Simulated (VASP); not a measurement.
# Al18N19 (a cell with a defect) in VASP: single point with PBE

Aim: the single point of Al18N19 (a cell with a defect) with PBE.

Everything below comes from runs of VASP 6.6.1. Logs are shortened: lines on timing, memory, paths and dates and some standing lists are left out, and cuts for length are marked.

### 1 The cell of the first run

The cell holds a defect, 37 atoms: a = 7.387 Å, b = 7.387 Å, c = 7.387 Å, α = 78.93°, β = 78.93°, γ = 78.93°.

### 2 Single point, PBE

INCAR

```
  ALGO = Normal
  EDIFF = 1E-6
  ENCUT = 520
  GGA = PE
  ISIF = 2
  ISMEAR = 0
  LASPH = T
  LCHARG = F
  LREAL = Auto
  LWAVE = F
  NBANDS = 98
  NELECT = 152.0
  NELM = 60
  PREC = Accurate
  SIGMA = 0.02
```

KPOINTS

```
Automatic mesh
0
Gamma
  2 2 2
  0.5 0.5 0.5
```

POSCAR

```
Al18N19
1.0
    4.6953054387     -2.7108358590     -5.0180193796
   -4.6953054387     -2.7108358590     -5.0180193796
    0.0000000000      5.4216717179     -5.0180193796
Al N
18 19
Direct
    0.2831627028      0.2829665365      0.9429007701
    0.9441958423      0.2829604063      0.2818781749
    0.6370528523      0.9419795285      0.9408915664
    0.5996987617      0.2905473903      0.5984078409
    0.2831604864      0.9439928848      0.2818829877
    0.9421791954      0.6368729175      0.9408887563
    0.9421730510      0.9419688501      0.6358164629
    0.5997066866      0.5995053500      0.2894513230
    0.2907514576      0.5994921015      0.5984071592
    0.8901027514      0.1978010694      0.8888174068
    0.5556889156      0.2205848157      0.2194978848
    0.1980157085      0.8898994876      0.8888083033
    0.2207879040      0.2205838579      0.5543944265
    0.8901155841      0.8899081902      0.1967042989
    0.5619806812      0.5617716561      0.8902393072
    0.5619900278      0.8913285618      0.5606905799
    0.2207939325      0.5554767613      0.2194973016
    0.8915375012      0.5617843136      0.5606928569
    0.1637729208      0.1635736759      0.8119064184
    0.8132007680      0.1635625094      0.1624820753
    0.4842004023      0.8212584562      0.8201766740
    0.4781236372      0.1528972295      0.4768298427
    0.1637740888      0.8129917643      0.1624822929
    0.8214648384      0.4839970740      0.8201769976
    0.8214670548      0.8212625177      0.4829203950
    0.4781293196      0.4779200919      0.1518099091
    0.1531054887      0.4779148258      0.4768273810
    0.0947724861      0.4335535215      0.0934880695
    0.7624047224      0.4336382022      0.4325491839
    0.4337502569      0.0945735371      0.0934898745
    0.4338424595      0.4336374762      0.7611135674
    0.0947677847      0.0945667601      0.4324781216
    0.7355509829      0.7353662704      0.1183714769
    0.7355258061      0.1194588313      0.7342729818
    0.4338412124      0.7622006272      0.4325510070
    0.1196591029      0.7353208245      0.7342601938
    0.9279315757      0.9277099296      0.9265967272
```

Potentials or basis: VASP PAW PBE potentials, release 64 (Al, N).

Started as:

```sh
> cat potpaw_PBE.64/Al/POTCAR potpaw_PBE.64/N/POTCAR > POTCAR
> mpirun -np 1 vasp_std > vasp.out
```

OUTCAR:

```text
EDIFF = 1E-6
   ENCUT = 520
   GGA = PE
   ISIF = 2
   ISMEAR = 0
   LASPH = T
   LREAL = Auto
   NELECT = 152.0
   NELM = 60
   PREC = Accurate

 ion  position               nearest neighbor table
   1  0.283  0.283  0.943-  19 1.86  31 1.90  28 1.92  30 1.92  17 3.05  11 3.05  15 3.11   9 3.11
                             4 3.11  13 3.12   2 3.18   5 3.18  10 3.20  12 3.20   3 3.26   6 3.26
   2  0.944  0.283  0.282-  20 1.86  29 1.90  28 1.92  32 1.92  13 3.05  17 3.05  18 3.11   4 3.11
                             8 3.11  11 3.12   5 3.18   1 3.18  14 3.20  10 3.20   6 3.26   7 3.26
   3  0.637  0.942  0.941-  34 1.94  33 1.94  21 1.99  30 2.00  37 2.11  10 2.83  14 2.83   7 2.87
                             6 2.87  16 3.07  15 3.07  11 3.08   8 3.26   4 3.26   1 3.26   5 3.26
   4  0.600  0.291  0.598-  34 1.74  31 1.87  29 1.87  22 1.91   9 2.90   8 2.90  11 3.03  13 3.03
                            16 3.08   2 3.11   1 3.11  15 3.16  18 3.16  10 3.21   3 3.26   7 3.26
   5  0.283  0.944  0.282-  23 1.86  35 1.90  32 1.92  30 1.92  13 3.05  11 3.05  16 3.11   9 3.11
                             8 3.11  17 3.12   2 3.18   1 3.18  14 3.20  12 3.20   3 3.26   7 3.26
   6  0.942  0.637  0.941-  36 1.94  33 1.94  24 1.99  28 2.00  37 2.11  14 2.83  12 2.83   7 2.86
                             3 2.87  18 3.07  15 3.07  17 3.08   8 3.26   9 3.26   1 3.26   2 3.26
   7  0.942  0.942  0.636-  36 1.94  34 1.94  25 1.99  32 2.00  37 2.11  10 2.83  12 2.83   6 2.86
                             3 2.87  18 3.07  16 3.07  13 3.08   4 3.26   9 3.26   5 3.26   2 3.26
   8  0.600  0.600  0.289-  33 1.74  35 1.87  29 1.87  26 1.91   9 2.90   4 2.90  17 3.03  11 3.03
                            15 3.08   5 3.11   2 3.11  16 3.16  18 3.16  14 3.21   3 3.26   6 3.26
   9  0.291  0.599  0.598-  36 1.74  31 1.87  35 1.87  27 1.91   4 2.90   8 2.90  13 3.03  17 3.03
[... 22 lines left out ...]
  22  0.478  0.153  0.477-  11 1.88  13 1.88   4 1.91  16 1.93
  23  0.164  0.813  0.162-  17 1.85   5 1.86  14 1.97  12 1.97
  24  0.821  0.484  0.820-  15 1.89  18 1.89   6 1.99  10 2.06
[... 10 lines left out ...]
  35  0.434  0.762  0.433-   9 1.87   8 1.87   5 1.90  16 1.93
  36  0.120  0.735  0.734-   9 1.74   6 1.94   7 1.94  12 1.99
  37  0.928  0.928  0.927-  12 1.93  10 1.93  14 1.93   7 2.11   6 2.11   3 2.11

  LATTYP: Found a trigonal (rhomboedric) cell.
 ALAT       =     7.3874923155
 COS(alpha) =     0.1920888352

  Lattice vectors:

 A1 = (   4.6953054387,  -2.7108358590,  -5.0180193796)
 A2 = (  -4.6953054387,  -2.7108358590,  -5.0180193796)
 A3 = (   0.0000000000,   5.4216717179,  -5.0180193796)

Analysis of symmetry for initial positions (statically):
=====================================================================
 Subroutine PRICEL returns:
 Original cell was already a primitive cell.

 Routine SETGRP: Setting up the symmetry group for a
 trigonal (rhombohedral) supercell.

 Subroutine GETGRP returns: Found  1 space group operations
[... 179 lines left out ...]
   EMIN   =  10.00;   EMAX   =-10.00  energy-range for DOS
   EFERMI =   0.00;   METHOD = LEGACY
   ISMEAR =     0;   SIGMA  =   0.02  broadening in eV -4-tet -1-fermi 0-gaus
   EFERMI_NEDOS =   21; number of points for ismear=-14 and -15
   IALGO  =     38    algorithm
   IMIX   =      4    mixing-type and parameters
     AMIX     =   0.40;   BMIX     =  1.00
     AMIX_MAG =   1.60;   BMIX_MAG =  1.00
  volume/ion in A,a.u.               =      10.36        69.89
  Fermi-wavevector in a.u.,A,eV,Ry     =   1.202834  2.273027 19.685050  1.446810
  Thomas-Fermi vector in A             =   2.338605
   LORBIT       =      0    0 simple, 1 ext, 2 COOP (PROOUT), +10 PAW based schemes
   GGA     = PE    functional components
   LHFCALC =     F    Hartree Fock is set to
   AEXX    =    0.0000 exact exchange contribution
   IVDW    =     0    specifies the selected vdW correction
   LEPSILON=     F    determine dielectric tensor
   LRPA    =     F    only Hartree local field effects (RPA)
 non-spin polarized calculation
 Gauss-broadening in eV      SIGMA  =   0.02
  energy-cutoff  :      520.00
  volume of cell :      383.22
 maximum number of plane-waves:     10309
 NGX is ok and might be reduce to    54
   NGX = 27   NGY = 27   NGZ = 27

 number of electron     151.9999992 magnetization

 Free energy of the ion-electron system (eV)
  ---------------------------------------------------
  ext. energy  EPLUGINS =         0.00000000
  ---------------------------------------------------
  free energy    TOTEN  =      -245.04062555 eV

  energy without entropy =     -245.04062555  energy(sigma->0) =     -245.04062555

 E-fermi :   7.8579     XC(G=0): -11.0465

 val. band max:        7.7220021699   @ k =   0.2500   0.2500  -0.2500
 cond. band min:      10.5767050219   @ k =   0.2500   0.2500   0.2500
 fundamental gap:      2.8547028520
 Fermi energy:         7.8579112242

 k-point     1 :       0.2500    0.2500    0.2500
  band No.  band energies     occupation
      1      -8.9969      2.00000
      2      -8.1662      2.00000
      3      -7.8828      2.00000
      4      -7.8827      2.00000
      5      -7.6561      2.00000
      6      -7.3280      2.00000
[... 353 lines left out ...]
     87      12.8795      0.00000
     88      12.9851      0.00000
 [bands above 88 left out]

------------------------ aborting loop because EDIFF is reached ----------------------------------------

  FORCE on cell =-STRESS in cart. coord.  units (eV):
  Direction    XX          YY          ZZ          XY          YZ          ZX
  --------------------------------------------------------------------------------------
  -------------------------------------------------------------------------------------
  Total       45.9244570     45.9131972     38.4581227     -0.0041187      0.0031577      0.0002330
  in kB      192.0012060    191.9541309    160.7859172     -0.0172193      0.0132019      0.0009741
  external PRESSURE =     181.5804180 kB  Pullay stress =       0.0000000 kB

 VOLUME and BASIS-vectors are now :
 -----------------------------------------------------------------------------
  energy-cutoff  :      520.00
  volume of cell :      383.22
      direct lattice vectors                 reciprocal lattice vectors
     4.695305439 -2.710835859 -5.018019380     0.106489345 -0.061481652 -0.066427271
    -4.695305439 -2.710835859 -5.018019380    -0.106489345 -0.061481652 -0.066427271
     0.000000000  5.421671718 -5.018019380     0.000000000  0.122963304 -0.066427271

 POSITION                                       TOTAL-FORCE (eV/Angst)
 -----------------------------------------------------------------------------------
      0.00092      3.57741     -7.57234         0.000249     -0.005667     -0.003877
      3.10470     -1.79837     -7.57236        -0.003210      0.002113     -0.003898
     -1.43172      0.82071    -12.64503         0.003171     -0.001159      0.005729
      1.45156      0.83106     -7.47009        -0.027190     -0.015087     -0.001971
     -3.10281     -1.79833     -7.57237         0.003886      0.001922     -0.002975
      1.43351      0.82064    -12.64511        -0.004055     -0.000606      0.006286
[... 29 lines left out ...]
     -2.89072      1.66321     -7.97484        -0.025281      0.014177     -0.014372
      0.00104     -0.00664    -13.96133        -0.000832      0.000681      0.000069
 -----------------------------------------------------------------------------------
    total drift:                                0.004514     -0.003597     -0.006748

  FREE ENERGIE OF THE ION-ELECTRON SYSTEM (eV)
  ---------------------------------------------------
  free  energy   TOTEN  =      -245.0406255458 eV

  energy  without entropy=     -245.0406255458  energy(sigma->0) =     -245.04062555
```

stdout:

```text
POSCAR found type information on POSCAR AlN
 POSCAR found :  2 types and      37 ions
 scaLAPACK will be used
 LDA part: xc-table for (Slater+PW92), standard interpolation
 POSCAR, INCAR and KPOINTS ok, starting setup
 FFT: planning ... GRIDC
 FFT: planning ... GRID_SOFT
 FFT: planning ... GRID
 WAVECAR not read
 entering main loop
 the old and the new charge density differ
 old charge density:   149.00000 new  152.00000
    0.383E+01
```

Wall time 2.5 min (1 thread of Intel Xeon 6975P-C (Granite Rapids), shared host); peak memory 0.44 GiB.

What came out:

```
Free energy   : -245.0406 eV
Largest force : 0.032 eV/Å
```

Forces in eV/Å, atoms in the order of the input:
```
Al   0.000 -0.006 -0.004
Al  -0.003  0.002 -0.004
Al   0.003 -0.001  0.006
Al  -0.027 -0.015 -0.002
Al   0.004  0.002 -0.003
Al  -0.004 -0.001  0.006
Al   0.000  0.001  0.007
Al   0.000  0.031 -0.002
Al   0.028 -0.016 -0.002
Al  -0.006 -0.001  0.003
Al   0.000  0.001 -0.003
Al   0.005  0.000  0.002
Al   0.000 -0.001 -0.004
Al  -0.001  0.004  0.004
Al  -0.001 -0.002  0.008
Al   0.004  0.001  0.007
Al   0.002  0.000 -0.003
Al  -0.002  0.003  0.007
N    0.000  0.011  0.005
N    0.009 -0.006  0.005
N   -0.002  0.001 -0.004
N    0.004  0.002 -0.005
N   -0.009 -0.006  0.005
N    0.002  0.001 -0.004
N    0.000 -0.004 -0.004
N    0.000 -0.005 -0.005
N   -0.005  0.002 -0.005
N    0.003  0.002  0.007
N   -0.001  0.000  0.004
N   -0.003  0.002  0.007
N    0.000  0.000  0.004
N    0.000 -0.003  0.007
N    0.000 -0.029 -0.013
N    0.025  0.014 -0.014
N    0.000  0.000  0.004
N   -0.025  0.014 -0.014
N   -0.001  0.001  0.000
```

Caveat: the cell carries a net charge on a neutralising background, which shifts energy and pressure; the cell is charged against a uniform background, so pressure and absolute levels hang on convention.
